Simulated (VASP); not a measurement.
A run of VASP 6.6.1:

INCAR

```
SYSTEM = Cd7O8
PREC     = Accurate       ! precision mode
ENCUT    = 520            ! plane-wave cutoff, eV
EDIFF    = 1E-7           ! SCF threshold, eV
ISMEAR   = 0              ! smearing method
SIGMA    = 0.1            ! smearing width, eV
LREAL    = Auto         
LASPH    = .True.         ! aspherical terms in the spheres
NELM     = 80             ! most SCF steps
ALGO     = Normal         ! electronic algorithm
ISIF     = 2              ! what is computed and relaxed
LWAVE    = .False.        ! write WAVECAR
LCHARG   = .True.         ! write CHGCAR
GGA      = PE             ! functional
LELF     = .True.         ! ELF
LVHAR    = .True.       
NBANDS   = 79             ! bands
```

The input KPOINTS:

```
Automatic mesh
0
Gamma
  3 3 3
  0 0 0
```

File POSCAR:

```
Cd7O8
1.0
    0.0000000000      4.6931160000      4.6931160000
    4.6931160000      0.0000000000      4.6931160000
    4.6931160000      4.6931160000      0.0000000000
O Cd
8 7
Direct
    0.2631007842      0.2390423548      0.2379377582
    0.2626033535      0.2390392652      0.7621260587
    0.2632327861      0.7629123167      0.2370282345
    0.2508128928      0.7505367436      0.7499835930
    0.7511260109      0.2509747255      0.2493538408
    0.7390228582      0.2388945852      0.7612745988
    0.7383886313      0.7633756549      0.2377180747
    0.7392666194      0.7627299219      0.7616462069
    0.0010432301      0.0003400726      0.4997372748
    0.0009499019      0.5008346267      0.0007270223
    0.0010646445      1.0009491562     -0.0006384884
    0.5009041967      0.0011292071     -0.0005306709
    0.5008087377      0.0009404200      0.4996476754
    0.5017086729      0.5009124002     -0.0009905998
    0.5003712885      0.5009564008      0.4996544939
```

Potentials or basis: VASP PAW PBE potentials, release 64 (O, Cd).

Run with:

```sh
$ cat potpaw_PBE.64/O/POTCAR potpaw_PBE.64/Cd/POTCAR > POTCAR
$ mpirun -np 1 vasp_std > vasp.out
```

Hardware: 1 thread of Intel(R) Xeon(R) 6975P-C (Granite Rapids) (shared host).

**Question.** How long does it take, and how much memory?

**Answer.** Wall time 6.7 min on 1 thread of Intel(R) Xeon(R) 6975P-C (Granite Rapids), with other jobs on the host, peak memory 0.41 GiB. Counts: scf iterations 22, k points 14.
